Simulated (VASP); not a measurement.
# As (R-3m) in VASP: notebook, part 2 of 2

VASP 6.6.1. The steps go on from the part before.

## 4. Single point, LDA

Input file INCAR:

```
SYSTEM = As
  PREC = Accurate
  ENCUT = 500
  EDIFF = 1E-6
  ISMEAR = -1
  SIGMA = 0.1
  LREAL = .False.
  LASPH = .True.
  NELM = 120
  ALGO = Normal
  ISIF = 2
  LWAVE = .False.
  LCHARG = .False.
  GGA = CA
  NBANDS = 12
  GGA_COMPAT = .False.
```

Input file KPOINTS:

```
Automatic mesh
0
Gamma
  2 2 2
  0 0 0
```

Input file POSCAR:

```
As
1.0
    1.8799878575      1.0854114956      3.3276505507
   -1.8799878575      1.0854114956      3.3276505507
    0.0000000000     -2.1708229912      3.3276505507
As
2
Direct
    0.7695128170      0.7695128170      0.7695128170
    0.2304871830      0.2304871830      0.2304871830
```

Potentials or basis: VASP PAW LDA potentials, release 64 (As).

On the command line:

```
$ cat potpaw_LDA.64/As/POTCAR > POTCAR
$ mpirun -np 1 vasp_std > vasp.out
```

OUTCAR:

```text
SYSTEM = As
   PREC = Accurate
   ENCUT = 500
   EDIFF = 1E-6
   ISMEAR = -1
   LREAL = .False.
   LASPH = .True.
   NELM = 120
   ISIF = 2
   GGA = CA

 ion  position               nearest neighbor table
   1  0.770  0.770  0.770-   2 2.52   2 2.52   2 2.52
   2  0.230  0.230  0.230-   1 2.52   1 2.52   1 2.52

  LATTYP: Found a trigonal (rhomboedric) cell.
 ALAT       =     3.9731260547
 COS(alpha) =     0.5522089635

  Lattice vectors:

 A1 = (   1.8799878575,   1.0854114956,   3.3276505507)
 A2 = (  -1.8799878575,   1.0854114956,   3.3276505507)
 A3 = (   0.0000000000,  -2.1708229912,   3.3276505507)

Analysis of symmetry for initial positions (statically):
=====================================================================
 Subroutine PRICEL returns:
 Original cell was already a primitive cell.

 Routine SETGRP: Setting up the symmetry group for a
 trigonal (rhombohedral) supercell.

 Subroutine GETGRP returns: Found 12 space group operations
 (whereof 12 operations were pure point group operations)
 out of a pool of 12 trial point group operations.

The static configuration has the point symmetry D_3d.

Analysis of symmetry for dynamics (positions and initial velocities):
=====================================================================
 Subroutine PRICEL returns:
 Original cell was already a primitive cell.

 Routine SETGRP: Setting up the symmetry group for a
 trigonal (rhombohedral) supercell.

 Subroutine GETGRP returns: Found 12 space group operations
 (whereof 12 operations were pure point group operations)
 out of a pool of 12 trial point group operations.

The dynamic configuration has the point symmetry D_3d.

 Subroutine INISYM returns: Found 12 space group operations
 (whereof 12 operations are pure point group operations),
 and found     1 'primitive' translations

----------------------------------------------------------------------------------------

                                     Primitive cell

  volume of cell :      40.7416

  direct lattice vectors                    reciprocal lattice vectors
     1.879987857  1.085411496  3.327650551     0.265959165  0.153551595  0.100170775
    -1.879987857  1.085411496  3.327650551    -0.265959165  0.153551595  0.100170775
     0.000000000 -2.170822991  3.327650551     0.000000000 -0.307103191  0.100170775

  length of vectors
     3.973126055  3.973126055  3.973126055     0.323027172  0.323027172  0.323027172

  position of ions in fractional coordinates (direct lattice)
     0.769512817  0.769512817  0.769512817
     0.230487183  0.230487183  0.230487183

  ion indices of the primitive-cell ions
   primitive index   ion index
                 1           1
                 2           2

----------------------------------------------------------------------------------------

 KPOINTS: Automatic mesh

Automatic generation of k-mesh.
 Grid dimensions read from file:
 generate k-points for:    2    2    2

 Generating k-lattice:

  Cartesian coordinates                     Fractional coordinates (reciprocal lattice)
     0.132979582  0.076775798  0.050085387     0.500000000 -0.000000000  0.000000000
    -0.132979582  0.076775798  0.050085387    -0.000000000  0.500000000  0.000000000
     0.000000000 -0.153551595  0.050085387     0.000000000  0.000000000  0.500000000

  Length of vectors
     0.161513586  0.161513586  0.161513586

  Shift w.r.t. Gamma in fractional coordinates (k-lattice)
     0.000000000  0.000000000  0.000000000

 Subroutine IBZKPT returns following result:
 ===========================================

 Found      4 irreducible k-points:

 Following reciprocal coordinates:
            Coordinates               Weight
  0.000000  0.000000  0.000000      1.000000
  0.500000 -0.000000  0.000000      3.000000
  0.500000  0.500000  0.000000      3.000000
  0.500000  0.500000  0.500000      1.000000
   k-points           NKPTS =      4   k-points in BZ     NKDIM =      4   number of bands    NBANDS=     12
   number of dos      NEDOS =    301   number of ions     NIONS =      2
   total plane-waves  NPLWV =  27000
   dimension x,y,z NGX =    30 NGY =   30 NGZ =   30
   dimension x,y,z NGXF=    60 NGYF=   60 NGZF=   60
   ions per type =               2
   NGX,Y,Z   is equivalent  to a cutoff of  12.55, 12.55, 12.55 a.u.
   NGXF,Y,Z  is equivalent  to a cutoff of  25.11, 25.11, 25.11 a.u.
 SYSTEM =  As
   PREC   = accura    normal or accurate (medium, high low for compatibility)
   ISTART =      0    job   : 0-new  1-cont  2-samecut
   ICHARG =      2    charge: 1-file 2-atom 10-const
   ISPIN  =      1    spin polarized calculation?
   LNONCOLLINEAR =      F non collinear calculations
   LSORBIT =      F    spin-orbit coupling
   LASPH  =      T    aspherical Exc in radial PAW
   ENCUT  =  500.0 eV  36.75 Ry    6.06 a.u.   7.24  7.24  7.24*2*pi/ulx,y,z
   NELM   =    120;   NELMIN=  2; NELMDL= -5     # of ELM steps
   EDIFF  = 0.1E-05   stopping-criterion for ELM
   LREAL  =      F    real-space projection
   EDIFFG = 0.1E-04   stopping-criterion for IOM
   NSW    =      0    number of steps for IOM
   IBRION =     -1    ionic relax: 0-MD 1-quasi-New 2-CG
   NFREE  =      0    steps in history (QN), initial steepest desc. (CG)
   ISIF   =      2    stress and relaxation
   ISYM   =      2    0-nonsym 1-usesym 2-fastsym
   POTIM  = 0.5000    time-step for ionic-motion
   TEBEG  =    0.0;   TEEND  =   0.0 temperature during run
   PSTRESS=    0.0 pullay stress
   NELECT =      10.0000    total number of electrons
   NUPDOWN=      -1.0000    fix difference up-down
   EMIN   =  10.00;   EMAX   =-10.00  energy-range for DOS
   EFERMI =   0.00;   METHOD = LEGACY
   ISMEAR =    -1;   SIGMA  =   0.10  broadening in eV -4-tet -1-fermi 0-gaus
   EFERMI_NEDOS =   21; number of points for ismear=-14 and -15
   IALGO  =     38    algorithm
   IMIX   =      4    mixing-type and parameters
     AMIX     =   0.40;   BMIX     =  1.00
     AMIX_MAG =   1.60;   BMIX_MAG =  1.00
  volume/ion in A,a.u.               =      20.37       137.47
  Fermi-wavevector in a.u.,A,eV,Ry     =   1.025011  1.936991 14.294939  1.050648
  Thomas-Fermi vector in A             =   2.158829
   LORBIT       =      0    0 simple, 1 ext, 2 COOP (PROOUT), +10 PAW based schemes
   GGA     = CA    functional components
   LHFCALC =     F    Hartree Fock is set to
   AEXX    =    0.0000 exact exchange contribution
   IVDW    =     0    specifies the selected vdW correction
   LEPSILON=     F    determine dielectric tensor
   LRPA    =     F    only Hartree local field effects (RPA)
 non-spin polarized calculation
  energy-cutoff  :      500.00
  volume of cell :       40.74
 maximum number of plane-waves:      1060
 NGX is ok and might be reduce to    30
   NGX = 15   NGY = 15   NGZ = 15

 number of electron      10.0000001 magnetization

 Free energy of the ion-electron system (eV)
  ---------------------------------------------------
  ext. energy  EPLUGINS =         0.00000000
  ---------------------------------------------------
  free energy    TOTEN  =        -8.54240164 eV

  energy without entropy =       -8.42833436  energy(sigma->0) =       -8.48536800

 E-fermi :   5.8371     XC(G=0): -10.3619

 val. band max:        5.7501031315   @ k =   0.5000  -0.0000   0.0000
 cond. band min:       5.8946039959   @ k =   0.5000  -0.0000   0.0000
 fundamental gap:      0.1445008644
 Fermi energy:         5.8371392066

 k-point     1 :       0.0000    0.0000    0.0000
  band No.  band energies     occupation
      1      -9.1415      2.00000
      2       0.6740      2.00000
      3       3.6964      2.00000
      4       4.0988      2.00000
      5       4.0988      2.00000
      6       8.5009      0.00000
      7       9.3520      0.00000
      8       9.3520      0.00000
      9      12.4860      0.00000
     10      12.4860      0.00000
     11      12.7906      0.00000
     12      14.6255      0.00000

 k-point     2 :       0.5000   -0.0000    0.0000
  band No.  band energies     occupation
      1      -6.1698      2.00000
      2      -5.2842      2.00000
      3       3.6730      2.00000
      4       3.7491      2.00000
      5       5.7501      1.40964
      6       5.8946      0.72033
      7       6.2908      0.02119
      8       6.8352      0.00009
      9      15.5377      0.00000
     10      16.1777      0.00000
     11      17.6365      0.00000
     12      17.7242      0.00000

 k-point     3 :       0.5000    0.5000    0.0000
  band No.  band energies     occupation
      1      -6.1348      2.00000
      2      -3.2934      2.00000
      3      -0.4872      2.00000
      4       1.5990      2.00000
      5       1.7789      2.00000
      6       7.6679      0.00000
      7      11.9714      0.00000
      8      12.8978      0.00000
      9      14.0638      0.00000
     10      16.9295      0.00000
     11      18.8451      0.00000
     12      19.0569      0.00000

 k-point     4 :       0.5000    0.5000    0.5000
  band No.  band energies     occupation
      1      -7.2512      2.00000
      2      -4.5533      2.00000
      3       4.5128      2.00000
      4       4.5128      2.00000
      5       5.7196      1.52814
      6       6.3765      0.00905
      7       6.3765      0.00905
      8       7.5154      0.00000
      9      14.6813      0.00000
     10      17.0427      0.00000
     11      17.0427      0.00000
     12      17.8180      0.00000

------------------------ aborting loop because EDIFF is reached ----------------------------------------

  FORCE on cell =-STRESS in cart. coord.  units (eV):
  Direction    XX          YY          ZZ          XY          YZ          ZX
  --------------------------------------------------------------------------------------
  -------------------------------------------------------------------------------------
  Total        3.6284436      3.6284436      2.7871013     -0.0000000      0.0000000      0.0000000
  in kB      142.6896723    142.6896723    109.6036215     -0.0000000      0.0000000      0.0000000
  external PRESSURE =     131.6609887 kB  Pullay stress =       0.0000000 kB

 VOLUME and BASIS-vectors are now :
 -----------------------------------------------------------------------------
  energy-cutoff  :      500.00
  volume of cell :       40.74
      direct lattice vectors                 reciprocal lattice vectors
     1.879987857  1.085411496  3.327650551     0.265959165  0.153551595  0.100170775
    -1.879987857  1.085411496  3.327650551    -0.265959165  0.153551595  0.100170775
     0.000000000 -2.170822991  3.327650551     0.000000000 -0.307103191  0.100170775

 POSITION                                       TOTAL-FORCE (eV/Angst)
 -----------------------------------------------------------------------------------
      0.00000      0.00000      7.68201         0.000000      0.000000      2.886051
      0.00000      0.00000      2.30094         0.000000     -0.000000     -2.886051
 -----------------------------------------------------------------------------------
    total drift:                               -0.000000      0.000000      0.000000

  FREE ENERGIE OF THE ION-ELECTRON SYSTEM (eV)
  ---------------------------------------------------
  free  energy   TOTEN  =        -8.5424016357 eV

  energy  without entropy=       -8.4283343557  energy(sigma->0) =       -8.48536800
```

OSZICAR:

```text
N       E                     dE             d eps       ncg     rms          rms(c)
DAV:   1     0.227148329910E+02    0.22715E+02   -0.41440E+03    96   0.682E+02
DAV:   2    -0.769774222524E+01   -0.30413E+02   -0.27786E+02   136   0.107E+02
DAV:   3    -0.869797134666E+01   -0.10002E+01   -0.99284E+00   128   0.194E+01
DAV:   4    -0.870146282958E+01   -0.34915E-02   -0.34910E-02   108   0.140E+00
DAV:   5    -0.870147219661E+01   -0.93670E-05   -0.93670E-05   124   0.725E-02    0.435E+00
DAV:   6    -0.857925983354E+01    0.12221E+00   -0.90139E-02   104   0.169E+00    0.244E+00
DAV:   7    -0.854457323029E+01    0.34687E-01   -0.43586E-02   104   0.118E+00    0.768E-01
DAV:   8    -0.854243389042E+01    0.21393E-02   -0.35257E-03   104   0.362E-01    0.114E-01
DAV:   9    -0.854240965321E+01    0.24237E-04   -0.13642E-04   108   0.697E-02    0.267E-02
DAV:  10    -0.854240342232E+01    0.62309E-05   -0.66001E-05   112   0.431E-02    0.802E-03
DAV:  11    -0.854240168754E+01    0.17348E-05   -0.45363E-06   108   0.129E-02    0.393E-03
DAV:  12    -0.854240163568E+01    0.51855E-07   -0.70547E-07    64   0.443E-03
   1 F= -.85424016E+01 E0= -.84853680E+01  d E =-.114067E+00
```

stdout:

```text
POSCAR found type information on POSCAR As
 POSCAR found :  1 types and       2 ions
 scaLAPACK will be used
 LDA part: xc-table for (Slater(with rela. corr.)+CA(PZ))
 , standard interpolation
 POSCAR, INCAR and KPOINTS ok, starting setup
 FFT: planning ... GRIDC
 FFT: planning ... GRID_SOFT
 FFT: planning ... GRID
 WAVECAR not read
 entering main loop
```

It took 6.2 s on 1 thread of Intel Xeon Platinum 8375C at 2.90GHz (Ice Lake), shared host; peak memory 0.14 GiB.

What came out:

| Property | Result |
| --- | --- |
| Free energy | -8.5424 eV |
| Pressure | 13.2 GPa |
| Largest force | 2.886 eV/Å |
| Band gap on the k mesh | 0.14 eV, direct |

Forces in eV/Å, atoms in the order of the input:
```
As   0.000  0.000  2.886
As   0.000  0.000 -2.886
```

Stress tensor (GPa, compression positive):
```
14.27  0.00  0.00
 0.00 14.27  0.00
 0.00  0.00 10.96
```

Levels at points of the mesh, in eV from the valence-band top:
| k point | band 2 | band 3 | band 4 | band 5 | band 6 | band 7 | band 8 | band 9 |
| --- | --- | --- | --- | --- | --- | --- | --- | --- |
| (0.00, 0.00, 0.00) | -5.08 | -2.05 | -1.65 | -1.65 | 2.75 | 3.60 | 3.60 | 6.74 |
| (0.50, 0.00, 0.00) | -11.03 | -2.08 | -2.00 | 0.00 | 0.14 | 0.54 | 1.09 | 9.79 |
| (0.50, 0.50, 0.00) | -9.04 | -6.24 | -4.15 | -3.97 | 1.92 | 6.22 | 7.15 | 8.31 |
| (0.50, 0.50, 0.50) | -10.30 | -1.24 | -1.24 | -0.03 | 0.63 | 0.63 | 1.77 | 8.93 |

Caveat: the k points lie up to 1.01 Å⁻¹ apart; forces of over 1 eV/Å act on the atoms, so gaps and moduli don't describe the material at rest.

## 5. Single point, LDA

Input file INCAR:

```
SYSTEM = As
ALGO = Normal ; EDIFF = 1E-6
ENCUT = 500 ; GGA_COMPAT = .FALSE.
ISIF = 2 ; ISMEAR = -1
LASPH = .TRUE. ; LCHARG = .FALSE.
LREAL = .FALSE. ; LWAVE = .FALSE.
NBANDS = 12 ; NELM = 120
PREC = Accurate ; SIGMA = 0.1
```

Input file KPOINTS:

```
k-points
0
G
  3 3 3
  0 0 0
```

POSCAR is that of step 4.

On the command line:

```
$ cat potpaw_LDA.64/As/POTCAR > POTCAR
$ mpirun -np 1 vasp_std > vasp.out
```

Run time: 4.9 s. Hardware: 1 thread of Intel Xeon Platinum 8375C at 2.90GHz (Ice Lake), shared host; peak memory 0.14 GiB.

It converged, with:

```
Free energy            : -10.9253 eV
Pressure               : 1.7 GPa
Largest force          : 0.420 eV/Å
Band gap on the k mesh : 1.55 eV, indirect (least direct gap 1.69 eV)
```

Forces on the atoms (eV/Å):
```
As   0.000  0.000  0.420
As   0.000  0.000 -0.420
```

Stress tensor (GPa, compression positive):
```
 3.15  0.00  0.00
 0.00  3.15  0.00
 0.00  0.00 -1.11
```

Levels at points of the mesh, in eV from the valence-band top:
| k point | band 3 | band 4 | band 5 | band 6 | band 7 | band 8 |
| --- | --- | --- | --- | --- | --- | --- |
| (0.00, 0.00, 0.00) | -1.67 | -1.34 | -1.34 | 2.98 | 3.95 | 3.95 |

Caveat: the k points lie up to 0.68 Å⁻¹ apart.

## 6. Overview

| k mesh | smearing | gap on the mesh (eV) | pressure (GPa) | largest force (eV/Å) |
| --- | --- | --- | --- | --- |
| 10 × 10 × 10 | methfessel-paxton 0.6 eV | none | 0.4 | 0.05 |
| 10 × 10 × 10 | methfessel-paxton 1 eV | none | 0.2 | 0.08 |
| 2 × 2 × 2 | fermi-dirac 0.1 eV | 0.14 | 13.2 | 2.89 |
| 3 × 3 × 3 | fermi-dirac 0.1 eV | 1.55 | 1.7 | 0.42 |

Alike in all rows: task single point; level LDA; potentials or basis VASP PAW LDA potentials, release 64 (As); no spin polarisation; cell as given; cutoff (eV) 500.

Caveats: some runs use coarse meshes; forces of over 1 eV/Å act on the atoms, so gaps and moduli don't describe the material at rest (some runs).

Absolute energies hang on the potentials; compare differences alone.
